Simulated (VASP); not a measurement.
# Ti (P6_3/mmc) in VASP: notebook

Ti is run at these levels: PBEsol; tasks: electric field gradients.

Program: VASP 6.6.1. These are calculated values, not measurements. Logs are shortened: lines on timing, memory, paths and dates and some standing lists are left out, and cuts for length are marked.

## Step 1: The cell of the first run

It takes space group P6_3/mmc (No. 194, hexagonal). The conventional cell has a = 2.920 Å, b = 2.920 Å, c = 4.686 Å, α = 90.00°, β = 90.00°, γ = 120.00°. Ti (site symmetry -6m2) has 12 Ti at 2.89 to 2.92 Å within 3.8 Å.

## Step 2: Electric field gradients, PBEsol (equal xx and yy strain of -1 %)

INCAR reads:

```
SYSTEM = Ti
  ALGO = Normal
  EDIFF = 1E-8
  ENCUT = 400
  GGA = PS
  GGA_COMPAT = .False.
  ISIF = 2
  ISMEAR = -1
  LASPH = .True.
  LCHARG = .False.
  LEFG = .True.
  LREAL = .False.
  LWAVE = .False.
  NBANDS = 19
  NELM = 120
  PREC = Accurate
  SIGMA = 0.08
```

KPOINTS reads:

```
k-points
0
Gamma
  13 13 7
  0 0 0
```

POSCAR reads:

```
Ti
1.0
    2.9204978818      0.0000000000      0.0000000000
   -1.4602489409      2.5292253573      0.0000000000
    0.0000000000      0.0000000000      4.6860000000
Ti
2
Direct
    0.3333333333      0.6666666667      0.2500000000
    0.6666666667      0.3333333333      0.7500000000
```

Potentials or basis: VASP PAW PBE potentials, release 64 (Ti_sv).

Launch:

```sh
cat potpaw_PBE.64/Ti_sv/POTCAR > POTCAR
mpirun -np 1 vasp_std > vasp.out
```

OUTCAR:

```text
SYSTEM = Ti
   EDIFF = 1E-8
   ENCUT = 400
   GGA = PS
   ISIF = 2
   ISMEAR = -1
   LASPH = .True.
   LREAL = .False.
   NELM = 120
   PREC = Accurate

 ion  position               nearest neighbor table
   1  0.333  0.667  0.250-   2 2.89   2 2.89   2 2.89   2 2.89   2 2.89   2 2.89
   2  0.667  0.333  0.750-   1 2.89   1 2.89   1 2.89   1 2.89   1 2.89   1 2.89

  LATTYP: Found a hexagonal cell.
 ALAT       =     2.9204978818
 C/A-ratio  =     1.6045209377

  Lattice vectors:

 A1 = (   2.9204978818,   0.0000000000,   0.0000000000)
 A2 = (  -1.4602489409,   2.5292253573,   0.0000000000)
 A3 = (   0.0000000000,   0.0000000000,   4.6860000000)

Analysis of symmetry for initial positions (statically):
=====================================================================
 Subroutine PRICEL returns:
 Original cell was already a primitive cell.

 Routine SETGRP: Setting up the symmetry group for a
 hexagonal supercell.

 Subroutine GETGRP returns: Found 24 space group operations
 (whereof 12 operations were pure point group operations)
 out of a pool of 24 trial point group operations.

The static configuration has the point symmetry D_3d.
 The point group associated with its full space group is D_6h.

Analysis of symmetry for dynamics (positions and initial velocities):
=====================================================================
 Subroutine PRICEL returns:
 Original cell was already a primitive cell.

 Routine SETGRP: Setting up the symmetry group for a
 hexagonal supercell.

 Subroutine GETGRP returns: Found 24 space group operations
 (whereof 12 operations were pure point group operations)
 out of a pool of 24 trial point group operations.

The dynamic configuration has the point symmetry D_3d.
 The point group associated with its full space group is D_6h.

 Subroutine INISYM returns: Found 24 space group operations
 (whereof 12 operations are pure point group operations),
 and found     1 'primitive' translations

----------------------------------------------------------------------------------------

                                     Primitive cell

  volume of cell :      34.6136

  direct lattice vectors                    reciprocal lattice vectors
     2.920497882  0.000000000  0.000000000     0.342407370  0.197688987  0.000000000
    -1.460248941  2.529225357  0.000000000     0.000000000  0.395377975  0.000000000
     0.000000000  0.000000000  4.686000000     0.000000000  0.000000000  0.213401622

  length of vectors
     2.920497882  2.920497882  4.686000000     0.395377975  0.395377975  0.213401622

  position of ions in fractional coordinates (direct lattice)
     0.333333333  0.666666667  0.250000000
     0.666666667  0.333333333  0.750000000

  ion indices of the primitive-cell ions
   primitive index   ion index
                 1           1
                 2           2

----------------------------------------------------------------------------------------

 KPOINTS: k-points

Automatic generation of k-mesh.
 Grid dimensions read from file:
 generate k-points for:   13   13    7

 Generating k-lattice:

  Cartesian coordinates                     Fractional coordinates (reciprocal lattice)
     0.026339028  0.015206845  0.000000000     0.076923077  0.000000000  0.000000000
     0.000000000  0.030413690  0.000000000     0.000000000  0.076923077  0.000000000
     0.000000000  0.000000000  0.030485946     0.000000000  0.000000000  0.142857143

  Length of vectors
     0.030413690  0.030413690  0.030485946

  Shift w.r.t. Gamma in fractional coordinates (k-lattice)
     0.000000000  0.000000000  0.000000000

 Subroutine IBZKPT returns following result:
 ===========================================

 Found     84 irreducible k-points:

 Following reciprocal coordinates:
            Coordinates               Weight
  0.000000  0.000000  0.000000      1.000000
  0.076923  0.000000  0.000000      6.000000
  0.153846  0.000000  0.000000      6.000000
  0.230769  0.000000  0.000000      6.000000
  0.307692  0.000000  0.000000      6.000000
  0.384615  0.000000  0.000000      6.000000
[... 16 lines left out ...]
  0.076923  0.000000  0.142857     12.000000
  0.153846  0.000000  0.142857     12.000000
 [... further k-points ...]
   k-points           NKPTS =     84   k-points in BZ     NKDIM =     84   number of bands    NBANDS=     19
   number of dos      NEDOS =    301   number of ions     NIONS =      2
   total plane-waves  NPLWV =  12800
   dimension x,y,z NGX =    20 NGY =   20 NGZ =   32
   dimension x,y,z NGXF=    40 NGYF=   40 NGZF=   64
   ions per type =               2
   NGX,Y,Z   is equivalent  to a cutoff of  11.38, 11.38, 11.35 a.u.
   NGXF,Y,Z  is equivalent  to a cutoff of  22.77, 22.77, 22.71 a.u.
 SYSTEM =  Ti
   PREC   = accura    normal or accurate (medium, high low for compatibility)
   ISTART =      0    job   : 0-new  1-cont  2-samecut
   ICHARG =      2    charge: 1-file 2-atom 10-const
   ISPIN  =      1    spin polarized calculation?
   LNONCOLLINEAR =      F non collinear calculations
   LSORBIT =      F    spin-orbit coupling
   LASPH  =      T    aspherical Exc in radial PAW
   ENCUT  =  400.0 eV  29.40 Ry    5.42 a.u.   4.76  4.76  7.64*2*pi/ulx,y,z
   NELM   =    120;   NELMIN=  2; NELMDL= -5     # of ELM steps
   EDIFF  = 0.1E-07   stopping-criterion for ELM
   LREAL  =      F    real-space projection
   EDIFFG = 0.1E-06   stopping-criterion for IOM
   NSW    =      0    number of steps for IOM
   IBRION =     -1    ionic relax: 0-MD 1-quasi-New 2-CG
   NFREE  =      0    steps in history (QN), initial steepest desc. (CG)
   ISIF   =      2    stress and relaxation
   ISYM   =      2    0-nonsym 1-usesym 2-fastsym
   POTIM  = 0.5000    time-step for ionic-motion
   TEBEG  =    0.0;   TEEND  =   0.0 temperature during run
   PSTRESS=    0.0 pullay stress
   NELECT =      24.0000    total number of electrons
   NUPDOWN=      -1.0000    fix difference up-down
   EMIN   =  10.00;   EMAX   =-10.00  energy-range for DOS
   EFERMI =   0.00;   METHOD = LEGACY
   ISMEAR =    -1;   SIGMA  =   0.08  broadening in eV -4-tet -1-fermi 0-gaus
   EFERMI_NEDOS =   21; number of points for ismear=-14 and -15
   IALGO  =     38    algorithm
   IMIX   =      4    mixing-type and parameters
     AMIX     =   0.40;   BMIX     =  1.00
     AMIX_MAG =   1.60;   BMIX_MAG =  1.00
  volume/ion in A,a.u.               =      17.31       116.79
  Fermi-wavevector in a.u.,A,eV,Ry     =   1.448982  2.738179 28.566099  2.099549
  Thomas-Fermi vector in A             =   2.566761
   LORBIT       =      0    0 simple, 1 ext, 2 COOP (PROOUT), +10 PAW based schemes
   GGA     = PS    functional components
   LHFCALC =     F    Hartree Fock is set to
   AEXX    =    0.0000 exact exchange contribution
   IVDW    =     0    specifies the selected vdW correction
   LEPSILON=     F    determine dielectric tensor
   LRPA    =     F    only Hartree local field effects (RPA)
 non-spin polarized calculation
  energy-cutoff  :      400.00
  volume of cell :       34.61
 maximum number of plane-waves:       641
 NGX is ok and might be reduce to    20
   NGX =  9   NGY =  9   NGZ = 15

 number of electron      24.0000012 magnetization

 Free energy of the ion-electron system (eV)
  ---------------------------------------------------
  ext. energy  EPLUGINS =         0.00000000
  ---------------------------------------------------
  free energy    TOTEN  =       -16.67003932 eV

  energy without entropy =      -16.62173677  energy(sigma->0) =      -16.64588805

 E-fermi :   8.2361     XC(G=0): -11.6525

 val. band max:        8.2309716797   @ k =   0.2308   0.2308   0.4286
 cond. band min:       8.2447388967   @ k =   0.0769   0.0769   0.4286
 fundamental gap:      0.0137672170
 Fermi energy:         8.2360801056

 k-point     1 :       0.0000    0.0000    0.0000
  band No.  band energies     occupation
      1     -48.3545      2.00000
      2     -48.2175      2.00000
      3     -25.0475      2.00000
      4     -24.3926      2.00000
      5     -24.3926      2.00000
      6     -24.3386      2.00000
[... 11 lines left out ...]
     18       9.9431      0.00000
     19      11.4341      0.00000

 k-point     2 :       0.0769    0.0000    0.0000
  band No.  band energies     occupation
      1     -48.3482      2.00000
      2     -48.2150      2.00000
      3     -25.0342      2.00000
      4     -24.4211      2.00000
      5     -24.4019      2.00000
      6     -24.3438      2.00000
[... 476 lines left out ...]
 k-point    24 :       0.1538    0.0000    0.1429
  band No.  band energies     occupation
      1     -48.3246      2.00000
      2     -48.2144      2.00000
      3     -24.9690      2.00000
      4     -24.4933      2.00000
      5     -24.4435      2.00000
      6     -24.4212      2.00000
[... 11 lines left out ...]
     18      10.0418      0.00000
     19      11.5590      0.00000

 [... further k-points ...]
[... 5 lines left out ...]
  --------------------------------------------------------------------------------------
  -------------------------------------------------------------------------------------
  Total       -0.9161498     -0.9161498     -1.2374197      0.0000000      0.0000000      0.0000000
  in kB      -42.4062980    -42.4062980    -57.2770835      0.0000000      0.0000000      0.0000000
  external PRESSURE =     -47.3632265 kB  Pullay stress =       0.0000000 kB

 VOLUME and BASIS-vectors are now :
 -----------------------------------------------------------------------------
  energy-cutoff  :      400.00
  volume of cell :       34.61
      direct lattice vectors                 reciprocal lattice vectors
     2.920497882  0.000000000  0.000000000     0.342407370  0.197688987  0.000000000
    -1.460248941  2.529225357  0.000000000     0.000000000  0.395377975  0.000000000
     0.000000000  0.000000000  4.686000000     0.000000000  0.000000000  0.213401622

 POSITION                                       TOTAL-FORCE (eV/Angst)
 -----------------------------------------------------------------------------------
     -0.00000      1.68615      1.17150        -0.000000      0.000000      0.000000
      1.46025      0.84308      3.51450         0.000000     -0.000000      0.000000
 -----------------------------------------------------------------------------------
    total drift:                                0.000000     -0.000000      0.000000

  FREE ENERGIE OF THE ION-ELECTRON SYSTEM (eV)
  ---------------------------------------------------
  free  energy   TOTEN  =       -16.6700393182 eV

  energy  without entropy=      -16.6217367746  energy(sigma->0) =      -16.64588805

 Electric field gradients (V/A^2)
---------------------------------------------------------------------
 ion       V_xx      V_yy      V_zz      V_xy      V_xz      V_yz
---------------------------------------------------------------------
   1      -7.697    -7.694    15.391     0.002    -0.000     0.000
   2      -7.697    -7.694    15.391     0.002     0.000    -0.000
---------------------------------------------------------------------

 Electric field gradients after diagonalization (V/A^2)
 (convention: |V_zz| > |V_xx| > |V_yy|)
----------------------------------------------------------------------
 ion       V_xx      V_yy      V_zz     asymmetry (V_yy - V_xx)/ V_zz
----------------------------------------------------------------------
   1      -7.698    -7.693    15.391       0.000
   2      -7.698    -7.693    15.391       0.000
----------------------------------------------------------------------

           NMR quadrupolar parameters

 Cq : quadrupolar parameter    Cq=e*Q*V_zz/h
 eta: asymmetry parameters     (V_yy - V_xx)/ V_zz
 Q  : nuclear electric quadrupole moment in mb (millibarn)
----------------------------------------------------------------------
 ion       Cq(MHz)       eta       Q (mb)
----------------------------------------------------------------------
   1       0.037       0.000       1.000
   2       0.037       0.000       1.000
----------------------------------------------------------------------
```

Run time: 18 s. Hardware: 1 thread of AMD EPYC 9R45 (Zen 5), shared host; peak memory 0.12 GiB.

Results:

* Free energy: -16.6700 eV
* Pressure: -4.7 GPa
* Band gap on the k mesh: zero (bands 12 and 13 overlap by 1.11 eV)
* Largest electric field gradient by atom: Ti +15.4 V/Å²

Electric field gradients, principal values (V/Å²):
| atom | least | middle | greatest (by size) |
| --- | --- | --- | --- |
| 1 Ti | -7.693 | -7.698 | 15.391 |
| 2 Ti | -7.693 | -7.698 | 15.391 |

Caveat: the cell differs from its parent crystal (equal xx and yy strain of -1 %); the cell stands under tension; without QUAD_EFG the Cq values of the log hold for a quadrupole moment of 1 mb, not for the nuclei; the PAW data sets were made with another functional, which shifts forces and pressure a little.

(Continued in part 2 of 3.)
